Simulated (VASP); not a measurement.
Write the native input for VASP 6.6.1 that does the following.

| Property | Result |
| --- | --- |
| Task | single point |
| Functional | PBE |
| Potentials or basis | VASP PAW PBE potentials, release 64 (Al, As) |
| Cutoff | 500 eV |
| k mesh | 8 × 8 × 8 |
| Occupations | gaussian, width 0.02 eV |
| Spin | no spin polarisation |
| Dipole correction | no |
| Further INCAR settings | ALGO = Normal; EDIFF = 1e-06; NBANDS = 11 |

The structure of AlAs lies in POSCAR:

```
AlAs
1.0
    0.0000000000      2.8638241083      2.8638241083
    2.8638241083      0.0000000000      2.8638241083
    2.8638241083      2.8638241083      0.0000000000
Al As
1 1
Direct
    0.0000000000      0.0000000000      0.0000000000
    0.2500000000      0.2500000000      0.2500000000
```

One way to write it, as run:

INCAR

```
SYSTEM = AlAs
PREC = Accurate
ENCUT = 500
EDIFF = 1E-6
ISMEAR = 0
SIGMA = 0.02
LREAL = .False.
LASPH = .True.
NELM = 120
ALGO = Normal
ISIF = 2
LWAVE = .False.
LCHARG = .False.
GGA = PE
NBANDS = 11
GGA_COMPAT = .False.
```

KPOINTS

```
Automatic mesh
0
Gamma
  8 8 8
  0 0 0
```

Potentials or basis: VASP PAW PBE potentials, release 64 (Al, As).

Run with:

```sh
$ cat potpaw_PBE.64/Al/POTCAR potpaw_PBE.64/As/POTCAR > POTCAR
$ mpirun -np 1 vasp_std > vasp.out
```

Results of the run:

The pressure is 0.2 GPa and the band gap on the k mesh is 1.49 eV (least direct gap 1.78 eV).

Run time: 9 s on 1 thread of AMD EPYC 9R45 96-Core Processor (Zen 5), on a shared host, peak memory 0.14 GiB.
